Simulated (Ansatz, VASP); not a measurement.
# Ca: VASP beside Ansatz

File INCAR:

```
SYSTEM = Ca
PREC     = Accurate       ! precision mode
ENCUT    = 520            ! plane-wave cutoff, eV
EDIFF    = 1E-6           ! SCF threshold, eV
ISMEAR   = -1             ! smearing method
SIGMA    = 0.05           ! smearing width, eV
LREAL    = .FALSE.        ! projectors in reciprocal space
LASPH    = .TRUE.         ! aspherical terms in the spheres
NELM     = 60             ! most SCF steps
ALGO     = Normal         ! electronic algorithm
ISIF     = 2              ! what is computed and relaxed
LWAVE    = .FALSE.        ! write WAVECAR
LCHARG   = .FALSE.        ! write CHGCAR
GGA      = PE             ! functional
NBANDS   = 11             ! bands
```

KPOINTS

```
regular mesh
0
G
  10 10 10
  0 0 0
```

The input POSCAR:

```
Ca
1.0
   -2.2548348694      2.2548348694      2.2548348694
    2.2548348694     -2.2548348694      2.2548348694
    2.2548348694      2.2548348694     -2.2548348694
Ca
1
Direct
    0.0000000000      0.0000000000      0.0000000000
```

Input for Ansatz:

```yaml
crystal:
  lattice:
    - [-2.2548348694, 2.2548348694, 2.2548348694]
    - [2.2548348694, -2.2548348694, 2.2548348694]
    - [2.2548348694, 2.2548348694, -2.2548348694]
  atoms:
    - { symbol: Ca, position: [0.0, 0.0, 0.0] }
kpoints:
  mp_grid: { grid: [10, 10, 10] }
scf:
  occupations: { method: fermi_dirac, width: 0.05 }
hamiltonian:
  xc: pbe
  pseudopotentials: { kind: all_electron, lapw: { basis_error: 0.00025 } }
output:
  forces: true
  stress: true
  eigenvalues: true
```

Change from the starting cell: volume scaled by 1.02.

Alike in both runs: task single point; functional PBE; k mesh 10 × 10 × 10; occupations fermi-dirac, width 0.05 eV; no spin polarisation.

```csv
,VASP,Ansatz
version,VASP 6.6.1,Ansatz 0.2.0
potentials or method,"VASP PAW PBE potentials, release 64 (Ca_sv), cutoff 520 eV","all-electron LAPW, scalar-relativistic"
```

|  | VASP | Ansatz | Ansatz less VASP |
| --- | --- | --- | --- |
| pressure (GPa) | -1.2 | -1.2 | -0.01 |

Ansatz ran all-electron here, and VASP with PAW potentials.
